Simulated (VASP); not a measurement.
HRh6: single point with PBE

The system is HRh6, a slab with vacuum.

```
CELL_PARAMETERS angstrom
5.41634 0.00000 0.00000
0.00000 5.41634 0.00000
0.00000 0.00000 21.67374
ATOMIC_POSITIONS crystal
Rh 0.25000 0.25000 0.18456
Rh 0.25000 0.75000 0.18456
Rh 0.75000 0.25000 0.18456
Rh 0.75000 0.75000 0.18456
Rh 0.00000 0.00000 0.26938
Rh 0.00000 0.50000 0.26938
Rh 0.50000 0.00000 0.26938
Rh 0.50000 0.50000 0.26938
Rh 0.25000 0.25000 0.35406
Rh 0.25000 0.75000 0.35406
Rh 0.75000 0.25000 0.35406
Rh 0.75000 0.75000 0.35406
H 0.41516 0.50000 0.40435
H 0.58484 0.50000 0.40435
```

```
Program                : VASP 6.6.1
Task                   : single point
Functional             : PBE
Potentials or basis    : VASP PAW PBE potentials, release 64 (Rh_pv, H)
Cutoff                 : 520 eV
k mesh                 : 5 × 5 × 1
Occupations            : gaussian, width 0.1 eV
Spin                   : no spin polarisation
Dipole correction      : yes
Further INCAR settings : ALGO = Normal; EDIFF = 1e-06; NBANDS = 104
```

```
Largest force          : 1.234 eV/Å
Band gap on the k mesh : zero (band 91 reaches -0.18 eV, above the bottom of band 92 at -0.82 eV)
```

Forces on the atoms (eV/Å):
```
Rh  -0.003  0.026  0.023
Rh  -0.003 -0.026  0.023
Rh   0.003  0.026  0.023
Rh   0.003 -0.026  0.023
Rh   0.000  0.000  0.296
Rh   0.000  0.000 -0.315
Rh   0.000  0.000 -0.271
Rh   0.000  0.000 -0.382
Rh  -0.028 -0.023  0.181
Rh  -0.028  0.023  0.181
Rh   0.028 -0.023  0.181
Rh   0.028  0.023  0.181
H   -1.232  0.000 -0.072
H    1.232  0.000 -0.072
```

Levels at points of the mesh, in eV from the Fermi level:
| k point | band 89 | band 90 | band 91 | band 92 | band 93 | band 94 | band 95 | band 96 |
| --- | --- | --- | --- | --- | --- | --- | --- | --- |
| (0.00, 0.00, 0.00) | 0.28 | 0.30 | 0.32 | 0.51 | 0.55 | 0.63 | 0.64 | 0.64 |

Run time: 20 min on 1 thread of AMD EPYC 9R45 96-Core Processor (Zen 5), with other jobs on the host, peak memory 0.74 GiB.
